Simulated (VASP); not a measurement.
ScAl3: relaxation of cell and atoms with PBE

The system is ScAl3.

```
Sc Al
1.0
     4.06667    0.00000    0.00000
     0.00000    4.06667    0.00000
     0.00000    0.00000    4.06667
Sc Al
1 3
Direct
  0.00000 0.00000 0.00000
  0.50000 0.00000 0.50000
  0.00000 0.50000 0.50000
  0.50000 0.50000 0.00000
```

* Program: VASP 6.6.1
* Task: relaxation of cell and atoms
* Functional: PBE
* Potentials or basis: VASP PAW PBE potentials, release 64 (Sc_sv, Al)
* Cutoff: 600 eV
* k mesh: 10 × 10 × 10
* Occupations: gaussian, width 0.1 eV
* Spin: no spin polarisation
* Target pressure: 3 GPa
* Dipole correction: no
* Further INCAR settings: ALGO = Fast; EDIFF = 1e-07; IBRION = 2; EDIFFG = -0.008; NSW = 70; ISIF = 3

| Property | Result |
| --- | --- |
| Relaxed volume | 16.75 Å³/atom |
| Relaxed cell | a = 4.062 Å, b = 4.062 Å, c = 4.062 Å, α = 90.00°, β = 90.00°, γ = 90.00° |
| Space group after relaxing (to 0.1 Å) | Pm-3m (No. 221) |
| Energy change on relaxing (the run minimises the enthalpy) | +1.1 meV/atom |
| Ionic steps | 3 |
| Pressure after relaxing | 3.0 GPa |
| Band gap on the k mesh | zero (bands 10 and 11 overlap by 3.95 eV) |

The path:
| step | energy change (eV) | largest force (eV/Å) | pressure (GPa) | volume (Å³) |
| --- | --- | --- | --- | --- |
| 1 | 0.0000 | 0.0000 | 2.65 | 67.25 |
| 2 | 0.0064 | 0.0000 | 3.18 | 66.90 |
| 3 | 0.0043 | 0.0000 | 3.00 | 67.01 |

Final structure:
```
CELL_PARAMETERS angstrom
4.06176 0.00000 0.00000
0.00000 4.06176 0.00000
0.00000 0.00000 4.06176
ATOMIC_POSITIONS crystal
Sc 0.00000 0.00000 0.00000
Al 0.50000 0.00000 0.50000
Al 0.00000 0.50000 0.50000
Al 0.50000 0.50000 0.00000
```

Levels at points of the mesh, in eV from the Fermi level:
| k point | band 8 | band 9 | band 10 | band 11 | band 12 | band 13 |
| --- | --- | --- | --- | --- | --- | --- |
| (0.00, 0.00, 0.00) | -1.84 | -1.84 | -1.84 | 1.24 | 1.30 | 1.30 |
| (0.50, 0.00, 0.00) | -1.76 | -1.53 | 0.96 | 1.01 | 1.01 | 1.34 |
| (0.50, 0.50, 0.00) | -4.42 | -0.57 | -0.57 | 1.19 | 1.38 | 2.11 |
| (0.50, 0.50, 0.50) | -4.56 | -3.00 | -3.00 | -3.00 | 0.99 | 2.65 |

Wall time 3.5 min on 1 thread of Intel Xeon 8259CL, on a shared host, peak memory 0.23 GiB.

Caveat: the cell is relaxed towards a set pressure, so the run minimises the enthalpy, not the energy.
